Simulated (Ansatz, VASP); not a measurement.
Two plane-wave programs on Ge2Sb2Te

```
CELL_PARAMETERS angstrom
5.78973 0.00000 0.00000
0.00000 5.78973 0.00000
0.00000 0.00000 10.65653
ATOMIC_POSITIONS crystal
Ge 0.66713 0.66713 0.00000
Ge 0.33287 0.33287 0.00000
Ge 0.83287 0.16713 0.50000
Ge 0.16713 0.83287 0.50000
Sb 0.00000 0.00000 0.71520
Sb 0.50000 0.50000 0.21520
Sb 0.50000 0.50000 0.78480
Sb 0.00000 0.00000 0.28480
Te 0.00000 0.00000 0.00000
Te 0.50000 0.50000 0.50000
```

Alike in both runs: functional PBE; k mesh 3 × 3 × 2; occupations gaussian, width 0.2 eV; no spin polarisation.

Ansatz relaxed the structure, and its values are those at the end. VASP's run is a single point on that final structure, the one shown.

|  | VASP | Ansatz |
| --- | --- | --- |
| version | VASP 6.6.1 | Ansatz 0.2.0 |
| potentials or method | VASP PAW PBE potentials, release 64 (Ge_d, Sb, Te), cutoff 500 eV | scalar-relativistic, plane waves, PAW |
| valence electrons in the cell | 88 | 148 |

Ansatz gave:

* gap on the k mesh at the Fermi level (eV): none
* pressure (GPa): 0.3
* rms of the force components (eV/Å): 0.021

Q: Which values does VASP return?

A: gap on the k mesh at the Fermi level (eV): none; pressure (GPa): 0.3; rms of the force components (eV/Å): 0.019.

A gap of «none» marks a metal or a gap that the smearing closes. VASP's potentials hold 88 valence electrons a cell and Ansatz's 148, so a difference there can come from the potentials and not from the codes.

The k mesh is coarse, so the values compare programs but aren't converged. Spin-orbit coupling is off throughout.
